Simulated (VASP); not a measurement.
Runs of VASP 6.6.1 on Sc. The structure is that of space group P6/mmm (No. 191), or close to it. The cells are those of the table. This isn't the form of Sc at room conditions, which is hcp.

| task | cell | cutoff (eV) | gap on the mesh (eV) | pressure (GPa) |
| --- | --- | --- | --- | --- |
| relaxation of cell and atoms | relaxed from a = 5.170, b = 5.170, c = 3.205 Å, angles 90.0, 90.0, 120.0°, 3 atoms | 600 | none | 0.0 |
| single point | a = 4.700, b = 4.700, c = 2.918 Å, angles 90.0, 90.0, 120.0°, 3 atoms | 520 | none | 22.4 |
| single point | a = 4.088, b = 4.088, c = 2.285 Å, angles 90.0, 90.0, 120.0°, 3 atoms | 520 | none | (a) |
| relaxation of shape and atoms at fixed volume | relaxed from a = 3.926, b = 3.926, c = 2.477 Å, angles 90.0, 90.0, 120.0°, 3 atoms | 600 | none | 131.7 |
| single point | a = 5.123, b = 5.123, c = 3.232 Å, angles 90.0, 90.0, 120.0°, 3 atoms | 520 | none | 0.0 |
| relaxation of shape and atoms at fixed volume | relaxed from a = 4.982, b = 4.982, c = 3.144 Å, angles 90.0, 90.0, 120.0°, 3 atoms | 600 | none | 5.2 |
| single point | a = 4.837, b = 4.837, c = 3.046 Å, angles 90.0, 90.0, 120.0°, 3 atoms | 520 | none | 12.4 |

Alike in all rows: level PBE; potentials or basis VASP PAW PBE potentials, release 64 (Sc_sv); no spin polarisation; k mesh 8 × 8 × 11; smearing fermi-dirac 0.05 eV.

Problem. Fill in the values left out.

Solution. (a) 131.5.

Caveats: the cell stands under pressure (at least some runs); the relaxation stopped at its first step, so nothing moved (at least some runs).

A gap of «none» marks levels without a gap at the run's occupations.
